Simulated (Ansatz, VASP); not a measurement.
# One calculation of NaF, two programs

```
Na F
1.0
     0.00000    2.32330    2.31168
     2.32330    0.00000    2.31168
     2.32330    2.32330    0.00000
Na F
1 1
Direct
  0.00000 0.00000 0.00000
  0.50000 0.50000 0.50000
```

Change from the starting cell: strain -0.0050 x Voigt [0, 0, 1, 0, 0, 0], atoms carried along.

Alike in both runs: task single point; functional PBEsol; k mesh 8 × 8 × 8; occupations gaussian, width 0.05 eV; no spin polarisation.

```csv
,VASP,Ansatz
version,VASP 6.6.1,Ansatz 0.2.0
potentials or method,"VASP PAW PBE potentials, release 64 (Na_pv, F), cutoff 520 eV","scalar-relativistic, plane waves, PAW"
valence electrons in the cell,14,16
```

```tsv
	VASP	Ansatz	Ansatz less VASP
gap on the k mesh at the Fermi level (eV)	6.14	6.17	+0.021
least direct gap on the mesh (eV)	6.14	6.17	+0.021
pressure (GPa)	-0.4	-0.3	+0.09
traceless stress, the component that is largest in VASP (GPa)	0.27	0.26	-0.012
```

VASP's potentials were made for PBE, not for PBEsol. VASP's potentials hold 14 valence electrons a cell and Ansatz's 16, so a difference there can come from the potentials and not from the codes.
